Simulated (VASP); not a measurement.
Crystal: C.

```
CELL_PARAMETERS angstrom
2.45611 0.00000 0.00000
-1.22807 2.12705 0.00000
0.00000 0.00000 7.17327
ATOMIC_POSITIONS crystal
C 0.08338 0.91662 0.75314
C 0.58338 0.41662 0.24686
C 0.91662 0.08338 0.24686
C 0.41662 0.58338 0.75314
```

Base run:

- Program: VASP 6.6.1
- Functional: LDA
- Potentials or basis: VASP PAW LDA potentials, release 64 (C)
- Cutoff: 520 eV
- k mesh: 10 × 10 × 3
- Occupations: fermi-dirac, width 0.1 eV
- Spin: no spin polarisation

Its results: band gap on the k mesh 1.22 eV; pressure -3.2 GPa; largest force 0.019 eV/Å.

Task: The run is repeated on the same cell with these changes: k mesh from 10 × 10 × 3 to 3 × 3 × 1. What comes out?

Result: Band gap on the k mesh 0.31 eV; pressure -1.3 GPa; largest force 0.026 eV/Å.

Caveats: some runs use coarse meshes.

A k mesh can miss the band edges.
